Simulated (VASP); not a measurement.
Wanted: the native input for a VASP 6.6.1 run.

```
Task                   : single point
Functional             : PBE
Potentials or basis    : VASP PAW PBE potentials, release 64 (Pt)
Cutoff                 : 520 eV
k mesh                 : 20 × 20 × 20
Occupations            : gaussian, width 0.15 eV
Spin                   : no spin polarisation
Dipole correction      : no
Further INCAR settings : ALGO = Fast; EDIFF = 1e-06; NBANDS = 11
```

The structure of Pt lies in POSCAR:

```
Pt
1.0
   -0.0097895000      1.9579000000      1.9579000000
    1.9579000000     -0.0097895000      1.9579000000
    1.9481105000      1.9481105000      0.0000000000
Pt
1
Direct
    0.0000000000      0.0000000000      0.0000000000
```

This cell differs from its parent crystal: strain -0.0100 x Voigt [0, 0, 0, 0, 0, 1].

One way to write it, as run:

INCAR

```
ALGO = Fast
EDIFF = 1E-6
ENCUT = 520
GGA = PE
ISIF = 2
ISMEAR = 0
LASPH = T
LCHARG = F
LREAL = F
LWAVE = F
NBANDS = 11
NELM = 60
PREC = Accurate
SIGMA = 0.15
```

KPOINTS

```
k-points
0
Gamma
  20 20 20
```

Potentials or basis: VASP PAW PBE potentials, release 64 (Pt).

Command:

```bash
$ cat potpaw_PBE.64/Pt/POTCAR > POTCAR
$ mpirun -np 1 vasp_std > vasp.out
```

Results of the run:

* Pressure: 11.0 GPa
* Band gap on the k mesh: zero (bands 5 and 6 overlap by 2.28 eV)

Caveat: the cell differs from its parent crystal (strain -0.0100 x Voigt [0, 0, 0, 0, 0, 1]); the cell stands under pressure; spin-orbit coupling is left out, which moves the levels of the heavy elements.

Wall time 100 s on 1 thread of AMD EPYC 9R45 96-Core Processor (Zen 5), on a shared host, peak memory 0.27 GiB.
